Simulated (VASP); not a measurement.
# ZnH2 (P-3m1) in VASP: notebook

Runs on ZnH2. Level: PBE. Tasks: single point, relaxation of cell and atoms.

All numbers are computed with VASP 6.6.1; they aren't measurements. Logs are shortened: lines on timing, memory, paths and dates and some standing lists are left out, and cuts for length are marked.

**1. The cell of the first run**

Symmetry: P-3m1, No. 164, trigonal system. Conventional cell: a = 2.633 Å, b = 2.633 Å, c = 4.801 Å, α = 90.00°, β = 90.00°, γ = 120.00°. Within 2.7 Å of Zn (site symmetry -3m) lie 6 H at 1.92 Å and 6 Zn at 2.63 Å. H (site symmetry 3m) has 3 Zn at 1.92 Å and 12 H at 2.63 to 2.88 Å within 2.9 Å.

The cell was generated, and may not be a known phase.

**2. Single point, PBE**

INCAR

```
SYSTEM = ZnH2
PREC = Accurate
ENCUT = 500
EDIFF = 1E-6
ISMEAR = 0
SIGMA = 0.1
LREAL = .False.
LASPH = .True.
NELM = 120
ALGO = Normal
ISIF = 2
LWAVE = .False.
LCHARG = .True.
GGA = PE
LELF = .True.
LVHAR = .True.
NBANDS = 14
GGA_COMPAT = .False.
```

KPOINTS

```
Automatic mesh
0
Gamma
  6 6 4
  0 0 0
```

POSCAR

```
ZnH2
1.0
    2.6329114900      0.0000000000      0.0000000000
   -1.3164557500      2.2801682400      0.0000000000
    0.0000000000      0.0000000000      4.8005992600
Zn H
1 2
Direct
    0.0000000000      0.0000000000      0.0000000000
    0.6666666700      0.3333333300      0.7542821200
    0.3333333300      0.6666666700      0.2457178800
```

Potentials or basis: VASP PAW PBE potentials, release 64 (Zn, H).

Run with:

```
> cat potpaw_PBE.64/Zn/POTCAR potpaw_PBE.64/H/POTCAR > POTCAR
> mpirun -np 1 vasp_std > vasp.out
```

OUTCAR:

```text
SYSTEM = ZnH2
   PREC = Accurate
   ENCUT = 500
   EDIFF = 1E-6
   ISMEAR = 0
   LREAL = .False.
   LASPH = .True.
   NELM = 120
   ISIF = 2
   GGA = PE

 ion  position               nearest neighbor table
   1  0.000  0.000  0.000-   2 1.92   3 1.92   2 1.92   3 1.92   2 1.92   3 1.92
   2  0.667  0.333  0.754-   1 1.92   1 1.92   1 1.92
   3  0.333  0.667  0.246-   1 1.92   1 1.92   1 1.92

  LATTYP: Found a hexagonal cell.
 ALAT       =     2.6329114900
 C/A-ratio  =     1.8233044590

  Lattice vectors:

 A1 = (   2.6329114900,   0.0000000000,   0.0000000000)
 A2 = (  -1.3164557500,   2.2801682400,   0.0000000000)
 A3 = (   0.0000000000,   0.0000000000,   4.8005992600)

Analysis of symmetry for initial positions (statically):
=====================================================================
 Subroutine PRICEL returns:
 Original cell was already a primitive cell.

 Routine SETGRP: Setting up the symmetry group for a
 hexagonal supercell.

 Subroutine GETGRP returns: Found 12 space group operations
 (whereof 12 operations were pure point group operations)
 out of a pool of 24 trial point group operations.

The static configuration has the point symmetry D_3d.

Analysis of symmetry for dynamics (positions and initial velocities):
=====================================================================
 Subroutine PRICEL returns:
 Original cell was already a primitive cell.

 Routine SETGRP: Setting up the symmetry group for a
 hexagonal supercell.

 Subroutine GETGRP returns: Found 12 space group operations
 (whereof 12 operations were pure point group operations)
 out of a pool of 24 trial point group operations.

The dynamic configuration has the point symmetry D_3d.

 Subroutine INISYM returns: Found 12 space group operations
 (whereof 12 operations are pure point group operations),
 and found     1 'primitive' translations

----------------------------------------------------------------------------------------

                                     Primitive cell

  volume of cell :      28.8203

  direct lattice vectors                    reciprocal lattice vectors
     2.632911490  0.000000000  0.000000000     0.379807678  0.219282066  0.000000000
    -1.316455750  2.280168240  0.000000000     0.000000000  0.438564130  0.000000000
     0.000000000  0.000000000  4.800599260     0.000000000  0.000000000  0.208307327

  length of vectors
     2.632911490  2.632911496  4.800599260     0.438564131  0.438564130  0.208307327

  position of ions in fractional coordinates (direct lattice)
     0.000000000  0.000000000  0.000000000
     0.666666670  0.333333330  0.754282120
     0.333333330  0.666666670  0.245717880

  ion indices of the primitive-cell ions
   primitive index   ion index
                 1           1
                 2           2
                 3           3

----------------------------------------------------------------------------------------

 KPOINTS: Automatic mesh

Automatic generation of k-mesh.
 Grid dimensions read from file:
 generate k-points for:    6    6    4

 Generating k-lattice:

  Cartesian coordinates                     Fractional coordinates (reciprocal lattice)
     0.063301280  0.036547011  0.000000000     0.166666667  0.000000000  0.000000000
     0.000000000  0.073094022  0.000000000     0.000000000  0.166666667  0.000000000
     0.000000000  0.000000000  0.052076832     0.000000000  0.000000000  0.250000000

  Length of vectors
     0.073094022  0.073094022  0.052076832

  Shift w.r.t. Gamma in fractional coordinates (k-lattice)
     0.000000000  0.000000000  0.000000000

 Subroutine IBZKPT returns following result:
 ===========================================

 Found     24 irreducible k-points:

 Following reciprocal coordinates:
            Coordinates               Weight
  0.000000  0.000000  0.000000      1.000000
  0.166667  0.000000  0.000000      6.000000
  0.333333 -0.000000  0.000000      6.000000
  0.500000 -0.000000  0.000000      3.000000
  0.166667  0.166667  0.000000      6.000000
  0.333333  0.166667  0.000000     12.000000
[... 16 lines left out ...]
  0.333333  0.166667  0.500000     12.000000
  0.333333  0.333333  0.500000      2.000000
   k-points           NKPTS =     24   k-points in BZ     NKDIM =     24   number of bands    NBANDS=     14
   number of dos      NEDOS =    301   number of ions     NIONS =      3
   total plane-waves  NPLWV =  14400
   dimension x,y,z NGX =    20 NGY =   20 NGZ =   36
   dimension x,y,z NGXF=    40 NGYF=   40 NGZF=   72
   ions per type =               1   2
   NGX,Y,Z   is equivalent  to a cutoff of  12.63, 12.63, 12.47 a.u.
   NGXF,Y,Z  is equivalent  to a cutoff of  25.26, 25.26, 24.93 a.u.
 SYSTEM =  ZnH2
   PREC   = accura    normal or accurate (medium, high low for compatibility)
   ISTART =      0    job   : 0-new  1-cont  2-samecut
   ICHARG =      2    charge: 1-file 2-atom 10-const
   ISPIN  =      1    spin polarized calculation?
   LNONCOLLINEAR =      F non collinear calculations
   LSORBIT =      F    spin-orbit coupling
   LASPH  =      T    aspherical Exc in radial PAW
   ENCUT  =  500.0 eV  36.75 Ry    6.06 a.u.   4.80  4.80  8.75*2*pi/ulx,y,z
   NELM   =    120;   NELMIN=  2; NELMDL= -5     # of ELM steps
   EDIFF  = 0.1E-05   stopping-criterion for ELM
   LREAL  =      F    real-space projection
   EDIFFG = 0.1E-04   stopping-criterion for IOM
   NSW    =      0    number of steps for IOM
   IBRION =     -1    ionic relax: 0-MD 1-quasi-New 2-CG
   NFREE  =      0    steps in history (QN), initial steepest desc. (CG)
   ISIF   =      2    stress and relaxation
   ISYM   =      2    0-nonsym 1-usesym 2-fastsym
   POTIM  = 0.5000    time-step for ionic-motion
   TEBEG  =    0.0;   TEEND  =   0.0 temperature during run
   PSTRESS=    0.0 pullay stress
   NELECT =      14.0000    total number of electrons
   NUPDOWN=      -1.0000    fix difference up-down
   EMIN   =  10.00;   EMAX   =-10.00  energy-range for DOS
   EFERMI =   0.00;   METHOD = LEGACY
   ISMEAR =     0;   SIGMA  =   0.10  broadening in eV -4-tet -1-fermi 0-gaus
   EFERMI_NEDOS =   21; number of points for ismear=-14 and -15
   IALGO  =     38    algorithm
   IMIX   =      4    mixing-type and parameters
     AMIX     =   0.40;   BMIX     =  1.00
     AMIX_MAG =   1.60;   BMIX_MAG =  1.00
  volume/ion in A,a.u.               =       9.61        64.83
  Fermi-wavevector in a.u.,A,eV,Ry     =   1.286919  2.431925 22.533442  1.656161
  Thomas-Fermi vector in A             =   2.418965
   LORBIT       =      0    0 simple, 1 ext, 2 COOP (PROOUT), +10 PAW based schemes
   GGA     = PE    functional components
   LHFCALC =     F    Hartree Fock is set to
   AEXX    =    0.0000 exact exchange contribution
   IVDW    =     0    specifies the selected vdW correction
   LEPSILON=     F    determine dielectric tensor
   LRPA    =     F    only Hartree local field effects (RPA)
 non-spin polarized calculation
 Gauss-broadening in eV      SIGMA  =   0.10
  energy-cutoff  :      500.00
  volume of cell :       28.82
 maximum number of plane-waves:       748
 NGX is ok and might be reduce to    20
   NGX =  9   NGY =  9   NGZ = 17

 number of electron      13.9999997 magnetization

 Free energy of the ion-electron system (eV)
  ---------------------------------------------------
  ext. energy  EPLUGINS =         0.00000000
  ---------------------------------------------------
  free energy    TOTEN  =        -6.80658070 eV

  energy without entropy =       -6.80658070  energy(sigma->0) =       -6.80658070

 E-fermi :   0.0836     XC(G=0):  -9.3543

 val. band max:       -0.4537807643   @ k =   0.3333   0.1667   0.0000
 cond. band min:       2.2931751382   @ k =   0.0000   0.0000   0.0000
 fundamental gap:      2.7469559024
 Fermi energy:         0.0836142373

 k-point     1 :       0.0000    0.0000    0.0000
  band No.  band energies     occupation
      1     -10.2462      2.00000
      2      -7.1222      2.00000
      3      -7.0085      2.00000
      4      -7.0085      2.00000
      5      -6.4420      2.00000
      6      -6.4420      2.00000
      7      -4.6136      2.00000
      8       2.2932      0.00000
      9      14.4255      0.00000
     10      15.2787      0.00000
     11      18.9238      0.00000
     12      19.6495      0.00000
     13      19.6495      0.00000
     14      21.5823      0.00000

 k-point     2 :       0.1667    0.0000    0.0000
  band No.  band energies     occupation
      1      -9.4646      2.00000
      2      -7.1966      2.00000
      3      -6.9856      2.00000
      4      -6.8645      2.00000
      5      -6.8116      2.00000
      6      -6.4783      2.00000
      7      -3.4548      2.00000
      8       2.9094      0.00000
      9      11.0042      0.00000
     10      12.7637      0.00000
     11      16.1130      0.00000
     12      16.6306      0.00000
     13      19.2858      0.00000
     14      20.7823      0.00000

 k-point     3 :       0.3333   -0.0000    0.0000
  band No.  band energies     occupation
      1      -8.1152      2.00000
      2      -7.3196      2.00000
      3      -6.7032      2.00000
      4      -6.5527      2.00000
      5      -6.5448      2.00000
      6      -6.3918      2.00000
      7      -1.2722      2.00000
      8       4.6048      0.00000
      9       4.9213      0.00000
     10       8.9405      0.00000
     11      13.2262      0.00000
     12      14.0915      0.00000
     13      16.1962      0.00000
     14      17.7353      0.00000

 k-point     4 :       0.5000   -0.0000    0.0000
  band No.  band energies     occupation
      1      -8.1346      2.00000
      2      -7.4146      2.00000
      3      -6.5882      2.00000
      4      -6.5477      2.00000
      5      -6.1696      2.00000
      6      -4.3024      2.00000
      7      -1.1363      2.00000
      8       3.5855      0.00000
      9       4.2238      0.00000
     10       8.2049      0.00000
     11      10.6478      0.00000
     12      12.1838      0.00000
     13      15.3916      0.00000
     14      16.3959      0.00000

 k-point     5 :       0.1667    0.1667    0.0000
  band No.  band energies     occupation
      1      -8.1348      2.00000
      2      -7.5110      2.00000
      3      -7.0948      2.00000
      4      -6.7751      2.00000
      5      -6.5629      2.00000
      6      -6.2884      2.00000
      7      -1.8413      2.00000
      8       4.1167      0.00000
      9       7.9955      0.00000
     10       8.2727      0.00000
     11      12.4148      0.00000
[... 276 lines left out ...]
 k-point    22 :       0.1667    0.1667    0.5000
  band No.  band energies     occupation
      1      -7.9540      2.00000
      2      -7.5695      2.00000
      3      -7.1228      2.00000
      4      -6.6882      2.00000
      5      -6.5518      2.00000
      6      -6.2063      2.00000
      7      -2.9685      2.00000
      8       6.6156      0.00000
      9       7.7626      0.00000
     10       9.5444      0.00000
     11      11.0887      0.00000
     12      13.2387      0.00000
     13      13.9404      0.00000
     14      20.9135      0.00000

 k-point    23 :       0.3333    0.1667    0.5000
  band No.  band energies     occupation
      1      -7.8642      2.00000
      2      -7.2864      2.00000
      3      -6.9091      2.00000
      4      -6.6713      2.00000
      5      -6.4959      2.00000
      6      -3.9812      2.00000
      7      -0.8912      2.00000
      8       3.2622      0.00000
      9       4.6833      0.00000
     10       7.8927      0.00000
     11       9.6789      0.00000
     12      14.2263      0.00000
     13      14.2744      0.00000
     14      17.9340      0.00000

 k-point    24 :       0.3333    0.3333    0.5000
  band No.  band energies     occupation
      1      -7.4293      2.00000
      2      -7.4293      2.00000
      3      -6.9564      2.00000
      4      -6.9564      2.00000
      5      -6.5337      2.00000
      6      -1.1910      2.00000
      7      -1.1910      2.00000
      8       2.9219      0.00000
      9       5.2249      0.00000
     10       5.2249      0.00000
     11       6.3082      0.00000
     12      15.6921      0.00000
     13      15.6921      0.00000
     14      18.5363      0.00000

------------------------ aborting loop because EDIFF is reached ----------------------------------------

  FORCE on cell =-STRESS in cart. coord.  units (eV):
  Direction    XX          YY          ZZ          XY          YZ          ZX
  --------------------------------------------------------------------------------------
  -------------------------------------------------------------------------------------
  Total        1.2868972      1.2868972     -1.5793261     -0.0000000     -0.0000000     -0.0000000
  in kB       71.5411363     71.5411366    -87.7978289     -0.0000002     -0.0000000     -0.0000000
  external PRESSURE =      18.4281480 kB  Pullay stress =       0.0000000 kB

 VOLUME and BASIS-vectors are now :
 -----------------------------------------------------------------------------
  energy-cutoff  :      500.00
  volume of cell :       28.82
      direct lattice vectors                 reciprocal lattice vectors
     2.632911490  0.000000000  0.000000000     0.379807678  0.219282066  0.000000000
    -1.316455750  2.280168240  0.000000000     0.000000000  0.438564130  0.000000000
     0.000000000  0.000000000  4.800599260     0.000000000  0.000000000  0.208307327

 POSITION                                       TOTAL-FORCE (eV/Angst)
 -----------------------------------------------------------------------------------
      0.00000      0.00000      0.00000        -0.000000     -0.000000      0.000000
      1.31646      0.76006      3.62101         0.000000      0.000000      0.665383
     -0.00000      1.52011      1.17959        -0.000000     -0.000000     -0.665383
 -----------------------------------------------------------------------------------
    total drift:                                0.000000      0.000000     -0.000000

  FREE ENERGIE OF THE ION-ELECTRON SYSTEM (eV)
  ---------------------------------------------------
  free  energy   TOTEN  =        -6.8065806971 eV

  energy  without entropy=       -6.8065806971  energy(sigma->0) =       -6.80658070
```

Run time: 9.3 s. Hardware: 1 thread of Intel Xeon 8259CL, shared host; peak memory 0.14 GiB.

Results:

| Property | Result |
| --- | --- |
| Free energy | -6.8066 eV |
| Pressure | 1.8 GPa |
| Largest force | 0.665 eV/Å |
| Band gap on the k mesh | 2.75 eV (least direct gap 3.65 eV) |

Forces on the atoms (eV/Å):
```
Zn   0.000  0.000  0.000
H    0.000  0.000  0.665
H    0.000  0.000 -0.665
```

Stress tensor (GPa, compression positive):
```
 7.15  0.00  0.00
 0.00  7.15  0.00
 0.00  0.00 -8.78
```

Levels at points of the mesh, in eV from the valence-band top:
```csv
k point,band 5,band 6,band 7,band 8,band 9,band 10
"(0.00, 0.00, 0.00)",-5.99,-5.99,-4.16,2.75,14.88,15.73
"(0.50, 0.00, 0.00)",-5.72,-3.85,-0.68,4.04,4.68,8.66
"(0.00, 0.00, 0.50)",-5.99,-5.99,-5.43,7.09,8.57,15.94
"(0.50, 0.00, 0.50)",-5.72,-3.61,-0.57,3.07,3.44,11.23
```

Caveat: the k points lie up to 0.46 Å⁻¹ apart. A k mesh can miss the band edges.

**3. Single point, PBE**

This run uses another cell than the first one, of 10.76 Å³/atom.

INCAR

```
SYSTEM = ZnH2
PREC = Accurate
ENCUT = 500
EDIFF = 1E-6
ISMEAR = 0
SIGMA = 0.1
LREAL = .FALSE.
LASPH = .TRUE.
NELM = 120
ALGO = Normal
ISIF = 2
LWAVE = .FALSE.
LCHARG = .FALSE.
GGA = PE
NBANDS = 14
GGA_COMPAT = .FALSE.
```

KPOINTS

```
regular mesh
0
G
  6 6 4
  0 0 0
```

POSCAR

```
ZnH2
1.0
    2.7892974922      0.0000000031      0.0000000000
   -1.3946487487      2.4156024854      0.0000000000
    0.0000000000      0.0000000000      4.7889491025
Zn H
1 2
Direct
    0.0000000000      0.0000000000      0.0000000000
    0.6666666667      0.3333333333      0.7976177136
    0.3333333333      0.6666666667      0.2023822864
```

Potentials or basis: VASP PAW PBE potentials, release 64 (Zn, H).

Run with:

```
> cat potpaw_PBE.64/Zn/POTCAR potpaw_PBE.64/H/POTCAR > POTCAR
> mpirun -np 1 vasp_std > vasp.out
```

OUTCAR:

```text
SYSTEM = ZnH2
   PREC = Accurate
   ENCUT = 500
   EDIFF = 1E-6
   ISMEAR = 0
   LREAL = .FALSE.
   LASPH = .TRUE.
   NELM = 120
   ISIF = 2
   GGA = PE

 ion  position               nearest neighbor table
   1  0.000  0.000  0.000-   2 1.88   3 1.88   3 1.88   2 1.88   2 1.88   3 1.88
   2  0.667  0.333  0.798-   1 1.88   1 1.88   1 1.88
   3  0.333  0.667  0.202-   1 1.88   1 1.88   1 1.88

  LATTYP: Found a hexagonal cell.
 ALAT       =     2.7892974922
 C/A-ratio  =     1.7169015194

  Lattice vectors:
[... 596 lines left out ...]

  FORCE on cell =-STRESS in cart. coord.  units (eV):
  Direction    XX          YY          ZZ          XY          YZ          ZX
  --------------------------------------------------------------------------------------
  -------------------------------------------------------------------------------------
  Total        0.0484823      0.0484823      0.0434956      0.0000000     -0.0000000      0.0000000
  in kB        2.4073186      2.4073186      2.1597082      0.0000000     -0.0000000      0.0000000
  external PRESSURE =       2.3247818 kB  Pullay stress =       0.0000000 kB

 VOLUME and BASIS-vectors are now :
 -----------------------------------------------------------------------------
  energy-cutoff  :      500.00
  volume of cell :       32.27
      direct lattice vectors                 reciprocal lattice vectors
     2.789297492  0.000000003  0.000000000     0.358513211  0.206987699  0.000000000
    -1.394648749  2.415602485  0.000000000    -0.000000000  0.413975398  0.000000000
     0.000000000  0.000000000  4.788949103     0.000000000  0.000000000  0.208814080

 POSITION                                       TOTAL-FORCE (eV/Angst)
 -----------------------------------------------------------------------------------
      0.00000      0.00000      0.00000        -0.000000      0.000000      0.000000
      1.39465      0.80520      3.81975         0.000000     -0.000000     -0.015775
     -0.00000      1.61040      0.96920        -0.000000      0.000000      0.015775
 -----------------------------------------------------------------------------------
    total drift:                               -0.000000      0.000000      0.000000

  FREE ENERGIE OF THE ION-ELECTRON SYSTEM (eV)
  ---------------------------------------------------
  free  energy   TOTEN  =        -7.0167850983 eV

  energy  without entropy=       -7.0167850983  energy(sigma->0) =       -7.01678510
```

Wall time 9 s (1 thread of Intel Xeon 8259CL, shared host); peak memory 0.14 GiB.

Results:

```
Free energy            : -7.0168 eV
Pressure               : 0.2 GPa
Largest force          : 0.016 eV/Å
Band gap on the k mesh : 2.38 eV (least direct gap 3.46 eV)
```

Forces in eV/Å, atoms in the order of the input:
```
Zn   0.000  0.000  0.000
H    0.000  0.000 -0.016
H    0.000  0.000  0.016
```

Levels at points of the mesh, in eV from the valence-band top:
```csv
k point,band 3,band 4,band 5,band 6,band 7,band 8,band 9,band 10,band 11,band 12
"(0.00, 0.00, 0.00)",-5.98,-5.93,-5.58,-5.58,-3.03,4.53,13.70,14.33,17.60,17.60
"(0.50, 0.00, 0.00)",-5.70,-5.63,-5.34,-3.87,-0.80,4.36,5.46,9.90,11.23,11.42
"(0.00, 0.00, 0.50)",-5.98,-5.81,-5.58,-5.58,-4.04,8.64,9.65,14.74,16.53,17.79
"(0.50, 0.00, 0.50)",-5.70,-5.61,-5.34,-3.72,-0.65,3.59,4.18,11.42,12.68,12.89
```

Caveat: the k points lie up to 0.43 Å⁻¹ apart. A k mesh can miss the band edges.

(Continued in part 2 of 2.)
